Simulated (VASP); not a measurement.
# In3F4 (Pm-3m) in VASP: single point with PBE

Aim: the single point of In3F4 with PBE.

Everything below comes from runs of VASP 6.6.1. Logs are shortened: lines on timing, memory, paths and dates and some standing lists are left out, and cuts for length are marked.

### 1 The cell of the first run

The structure is cubic, space group Pm-3m (No. 221). Conventional cell: a = 4.976 Å, b = 4.976 Å, c = 4.976 Å, α = 90.00°, β = 90.00°, γ = 90.00°. In (site symmetry 4/mmm) has 4 F at 2.49 Å within 3.3 Å. F (site symmetry m-3m) has 6 F at 2.49 Å within 3.3 Å. F (site symmetry 4/mmm) has 4 In at 2.49 Å and 2 F at 2.49 Å within 3.3 Å.

### 2 Single point, PBE

Input file INCAR:

```
ALGO = Normal
EDIFF = 1E-7
ENCUT = 520
GGA = PE
ISIF = 2
ISMEAR = 0
LASPH = T
LCHARG = F
LREAL = F
LWAVE = F
NBANDS = 42
NELM = 100
PREC = Accurate
SIGMA = 0.1
```

Input file KPOINTS:

```
k-points
0
Gamma
  8 8 8
```

Input file POSCAR:

```
In3F4
1.0
    4.9756929676      0.0000000000      0.0000000000
    0.0000000000      4.9756929676      0.0000000000
    0.0000000000      0.0000000000      4.9756929676
In F
3 4
Direct
    0.0000000000      0.5000000000      0.5000000000
    0.5000000000      0.0000000000      0.5000000000
    0.5000000000      0.5000000000      0.0000000000
    0.0000000000      0.0000000000      0.0000000000
    0.5000000000      0.0000000000      0.0000000000
    0.0000000000      0.5000000000      0.0000000000
    0.0000000000      0.0000000000      0.5000000000
```

Potentials or basis: VASP PAW PBE potentials, release 64 (In_d, F).

Started as:

```sh
$ cat potpaw_PBE.64/In_d/POTCAR potpaw_PBE.64/F/POTCAR > POTCAR
$ mpirun -np 1 vasp_std > vasp.out
```

OUTCAR:

```text
EDIFF = 1E-7
   ENCUT = 520
   GGA = PE
   ISIF = 2
   ISMEAR = 0
   LASPH = T
   LREAL = F
   NELM = 100
   PREC = Accurate

 ion  position               nearest neighbor table
   1  0.000  0.500  0.500-   6 2.49   7 2.49   6 2.49   7 2.49   3 3.52   2 3.52   2 3.52   3 3.52
                             2 3.52   3 3.52   3 3.52   2 3.52
   2  0.500  0.000  0.500-   5 2.49   7 2.49   5 2.49   7 2.49   3 3.52   1 3.52   1 3.52   3 3.52
                             3 3.52   1 3.52   3 3.52   1 3.52
   3  0.500  0.500  0.000-   5 2.49   6 2.49   5 2.49   6 2.49   1 3.52   2 3.52   2 3.52   1 3.52
                             2 3.52   1 3.52   2 3.52   1 3.52
   4  0.000  0.000  0.000-
   5  0.500  0.000  0.000-   2 2.49   3 2.49   2 2.49   3 2.49
   6  0.000  0.500  0.000-   1 2.49   3 2.49   1 2.49   3 2.49
   7  0.000  0.000  0.500-   1 2.49   2 2.49   1 2.49   2 2.49

  LATTYP: Found a simple cubic cell.
 ALAT       =     4.9756929676

  Lattice vectors:

 A1 = (   4.9756929676,   0.0000000000,   0.0000000000)
 A2 = (   0.0000000000,   4.9756929676,   0.0000000000)
 A3 = (   0.0000000000,   0.0000000000,   4.9756929676)

Analysis of symmetry for initial positions (statically):
=====================================================================
 Subroutine PRICEL returns:
 Original cell was already a primitive cell.

 Routine SETGRP: Setting up the symmetry group for a
 simple cubic supercell.

 Subroutine GETGRP returns: Found 48 space group operations
 (whereof 48 operations were pure point group operations)
 out of a pool of 48 trial point group operations.

The static configuration has the point symmetry O_h .

Analysis of symmetry for dynamics (positions and initial velocities):
=====================================================================
 Subroutine PRICEL returns:
 Original cell was already a primitive cell.

 Routine SETGRP: Setting up the symmetry group for a
 simple cubic supercell.

 Subroutine GETGRP returns: Found 48 space group operations
 (whereof 48 operations were pure point group operations)
 out of a pool of 48 trial point group operations.

The dynamic configuration has the point symmetry O_h .

 Subroutine INISYM returns: Found 48 space group operations
 (whereof 48 operations are pure point group operations),
 and found     1 'primitive' translations

----------------------------------------------------------------------------------------

                                     Primitive cell

  volume of cell :     123.1858

  direct lattice vectors                    reciprocal lattice vectors
     4.975692968  0.000000000  0.000000000     0.200977031  0.000000000  0.000000000
     0.000000000  4.975692968  0.000000000     0.000000000  0.200977031  0.000000000
     0.000000000  0.000000000  4.975692968     0.000000000  0.000000000  0.200977031

  length of vectors
     4.975692968  4.975692968  4.975692968     0.200977031  0.200977031  0.200977031

  position of ions in fractional coordinates (direct lattice)
     0.000000000  0.500000000  0.500000000
     0.500000000  0.000000000  0.500000000
     0.500000000  0.500000000  0.000000000
     0.000000000  0.000000000  0.000000000
     0.500000000  0.000000000  0.000000000
     0.000000000  0.500000000  0.000000000
     0.000000000  0.000000000  0.500000000

  ion indices of the primitive-cell ions
   primitive index   ion index
                 1           1
                 2           2
                 3           3
                 4           4
                 5           5
                 6           6
                 7           7

----------------------------------------------------------------------------------------

 KPOINTS: k-points

Automatic generation of k-mesh.
 Grid dimensions read from file:
 generate k-points for:    8    8    8

 Generating k-lattice:

  Cartesian coordinates                     Fractional coordinates (reciprocal lattice)
     0.025122129  0.000000000  0.000000000     0.125000000  0.000000000  0.000000000
     0.000000000  0.025122129  0.000000000     0.000000000  0.125000000  0.000000000
     0.000000000  0.000000000  0.025122129     0.000000000  0.000000000  0.125000000

  Length of vectors
     0.025122129  0.025122129  0.025122129

  Shift w.r.t. Gamma in fractional coordinates (k-lattice)
     0.000000000  0.000000000  0.000000000

 Subroutine IBZKPT returns following result:
 ===========================================

 Found     35 irreducible k-points:

 Following reciprocal coordinates:
            Coordinates               Weight
  0.000000  0.000000  0.000000      1.000000
  0.125000  0.000000  0.000000      6.000000
  0.250000  0.000000  0.000000      6.000000
  0.375000  0.000000  0.000000      6.000000
  0.500000  0.000000  0.000000      3.000000
  0.125000  0.125000  0.000000     12.000000
[... 16 lines left out ...]
  0.375000  0.375000  0.125000     24.000000
  0.500000  0.375000  0.125000     24.000000
 [... further k-points ...]
   k-points           NKPTS =     35   k-points in BZ     NKDIM =     35   number of bands    NBANDS=     42
   number of dos      NEDOS =    301   number of ions     NIONS =      7
   total plane-waves  NPLWV =  64000
   dimension x,y,z NGX =    40 NGY =   40 NGZ =   40
   dimension x,y,z NGXF=    80 NGYF=   80 NGZF=   80
   ions per type =               3   4
   NGX,Y,Z   is equivalent  to a cutoff of  13.36, 13.36, 13.36 a.u.
   NGXF,Y,Z  is equivalent  to a cutoff of  26.73, 26.73, 26.73 a.u.
 SYSTEM =  unknown system
   PREC   = accura    normal or accurate (medium, high low for compatibility)
   ISTART =      0    job   : 0-new  1-cont  2-samecut
   ICHARG =      2    charge: 1-file 2-atom 10-const
   ISPIN  =      1    spin polarized calculation?
   LNONCOLLINEAR =      F non collinear calculations
   LSORBIT =      F    spin-orbit coupling
   LASPH  =      T    aspherical Exc in radial PAW
   ENCUT  =  520.0 eV  38.22 Ry    6.18 a.u.   9.25  9.25  9.25*2*pi/ulx,y,z
   NELM   =    100;   NELMIN=  2; NELMDL= -5     # of ELM steps
   EDIFF  = 0.1E-06   stopping-criterion for ELM
   LREAL  =      F    real-space projection
   EDIFFG = 0.1E-05   stopping-criterion for IOM
   NSW    =      0    number of steps for IOM
   IBRION =     -1    ionic relax: 0-MD 1-quasi-New 2-CG
   NFREE  =      0    steps in history (QN), initial steepest desc. (CG)
   ISIF   =      2    stress and relaxation
   ISYM   =      2    0-nonsym 1-usesym 2-fastsym
   POTIM  = 0.5000    time-step for ionic-motion
   TEBEG  =    0.0;   TEEND  =   0.0 temperature during run
   PSTRESS=    0.0 pullay stress
   NELECT =      67.0000    total number of electrons
   NUPDOWN=      -1.0000    fix difference up-down
   EMIN   =  10.00;   EMAX   =-10.00  energy-range for DOS
   EFERMI =   0.00;   METHOD = LEGACY
   ISMEAR =     0;   SIGMA  =   0.10  broadening in eV -4-tet -1-fermi 0-gaus
   EFERMI_NEDOS =   21; number of points for ismear=-14 and -15
   IALGO  =     38    algorithm
   IMIX   =      4    mixing-type and parameters
     AMIX     =   0.40;   BMIX     =  1.00
     AMIX_MAG =   1.60;   BMIX_MAG =  1.00
  volume/ion in A,a.u.               =      17.60       118.76
  Fermi-wavevector in a.u.,A,eV,Ry     =   1.336327  2.525293 24.296887  1.785771
  Thomas-Fermi vector in A             =   2.464963
   LORBIT       =      0    0 simple, 1 ext, 2 COOP (PROOUT), +10 PAW based schemes
   GGA     = PE    functional components
   LHFCALC =     F    Hartree Fock is set to
   AEXX    =    0.0000 exact exchange contribution
   IVDW    =     0    specifies the selected vdW correction
   LEPSILON=     F    determine dielectric tensor
   LRPA    =     F    only Hartree local field effects (RPA)
 non-spin polarized calculation
 Gauss-broadening in eV      SIGMA  =   0.10
  energy-cutoff  :      520.00
  volume of cell :      123.19
 maximum number of plane-waves:      3362
 NGX is ok and might be reduce to    40
   NGX = 19   NGY = 19   NGZ = 19

 number of electron      67.0000037 magnetization

 Free energy of the ion-electron system (eV)
  ---------------------------------------------------
  ext. energy  EPLUGINS =         0.00000000
  ---------------------------------------------------
  free energy    TOTEN  =       -23.42647224 eV

  energy without entropy =      -23.38258555  energy(sigma->0) =      -23.40452890

 E-fermi :   3.7177     XC(G=0):  -9.8012

 val. band max:        3.7146514089   @ k =   0.5000   0.5000   0.3750
 cond. band min:       3.7225636347   @ k =   0.3750   0.3750   0.3750
 fundamental gap:      0.0079122258
 Fermi energy:         3.7177272790

 k-point     1 :       0.0000    0.0000    0.0000
  band No.  band energies     occupation
      1     -18.6743      2.00000
      2     -18.5166      2.00000
      3     -18.5166      2.00000
      4     -15.4345      2.00000
      5     -10.3440      2.00000
      6     -10.3440      2.00000
[... 34 lines left out ...]
     41      11.9898      0.00000
     42      12.5634      0.00000

 k-point     2 :       0.1250    0.0000    0.0000
  band No.  band energies     occupation
      1     -18.6657      2.00000
      2     -18.5193      2.00000
      3     -18.5128      2.00000
      4     -15.4395      2.00000
      5     -10.3430      2.00000
      6     -10.3338      2.00000
[... 34 lines left out ...]
     41      11.7085      0.00000
     42      12.4524      0.00000

 k-point     3 :       0.2500    0.0000    0.0000
  band No.  band energies     occupation
      1     -18.6428      2.00000
      2     -18.5276      2.00000
      3     -18.5032      2.00000
      4     -15.4510      2.00000
      5     -10.3407      2.00000
      6     -10.3044      2.00000
[... 34 lines left out ...]
     41      11.0309      0.00000
     42      12.3028      0.00000

 k-point     4 :       0.3750    0.0000    0.0000
  band No.  band energies     occupation
      1     -18.6133      2.00000
      2     -18.5423      2.00000
      3     -18.4934      2.00000
      4     -15.4625      2.00000
      5     -10.3384      2.00000
      6     -10.2784      2.00000
[... 844 lines left out ...]
     41      10.4849      0.00000
     42      11.7809      0.00000

 k-point    23 :       0.3750    0.3750    0.1250
  band No.  band energies     occupation
      1     -18.5564      2.00000
      2     -18.5209      2.00000
      3     -18.5008      2.00000
      4     -15.4968      2.00000
      5     -10.2843      2.00000
      6     -10.2618      2.00000
[... 34 lines left out ...]
     41      10.9283      0.00000
     42      11.6255      0.00000

 k-point    24 :       0.5000    0.3750    0.1250
  band No.  band energies     occupation
      1     -18.5398      2.00000
      2     -18.5264      2.00000
      3     -18.5012      2.00000
      4     -15.5018      2.00000
      5     -10.2763      2.00000
      6     -10.2530      2.00000
[... 34 lines left out ...]
     41      10.5208      0.00000
     42      11.7278      0.00000

 [... further k-points ...]
[... 5 lines left out ...]
  --------------------------------------------------------------------------------------
  -------------------------------------------------------------------------------------
  Total       -0.1469260     -0.1469260     -0.1469260     -0.0000000     -0.0000000      0.0000000
  in kB       -1.9109468     -1.9109468     -1.9109468     -0.0000000     -0.0000000      0.0000000
  external PRESSURE =      -1.9109468 kB  Pullay stress =       0.0000000 kB

 VOLUME and BASIS-vectors are now :
 -----------------------------------------------------------------------------
  energy-cutoff  :      520.00
  volume of cell :      123.19
      direct lattice vectors                 reciprocal lattice vectors
     4.975692968  0.000000000  0.000000000     0.200977031  0.000000000  0.000000000
     0.000000000  4.975692968  0.000000000     0.000000000  0.200977031  0.000000000
     0.000000000  0.000000000  4.975692968     0.000000000  0.000000000  0.200977031

 POSITION                                       TOTAL-FORCE (eV/Angst)
 -----------------------------------------------------------------------------------
      0.00000      2.48785      2.48785         0.000000      0.000000      0.000000
      2.48785      0.00000      2.48785         0.000000      0.000000      0.000000
      2.48785      2.48785      0.00000         0.000000      0.000000      0.000000
      0.00000      0.00000      0.00000         0.000000      0.000000      0.000000
      2.48785      0.00000      0.00000         0.000000      0.000000      0.000000
      0.00000      2.48785      0.00000         0.000000      0.000000      0.000000
      0.00000      0.00000      2.48785         0.000000      0.000000      0.000000
 -----------------------------------------------------------------------------------
    total drift:                               -0.000000      0.000000     -0.000000

  FREE ENERGIE OF THE ION-ELECTRON SYSTEM (eV)
  ---------------------------------------------------
  free  energy   TOTEN  =       -23.4264722441 eV

  energy  without entropy=      -23.3825855523  energy(sigma->0) =      -23.40452890
```

Run time: 3.4 min. Hardware: 1 thread of Intel Xeon Platinum 8259CL at 2.50GHz (Skylake/Cascade Lake), shared host; peak memory 0.31 GiB.

What came out:

| Property | Result |
| --- | --- |
| Free energy | -23.4265 eV |
| Pressure | -0.2 GPa |

Caveat: spin-orbit coupling is left out, which moves the levels of the heavy elements; an odd number of electrons without spin polarisation forces a metal; a magnetic or distorted state may lie lower.
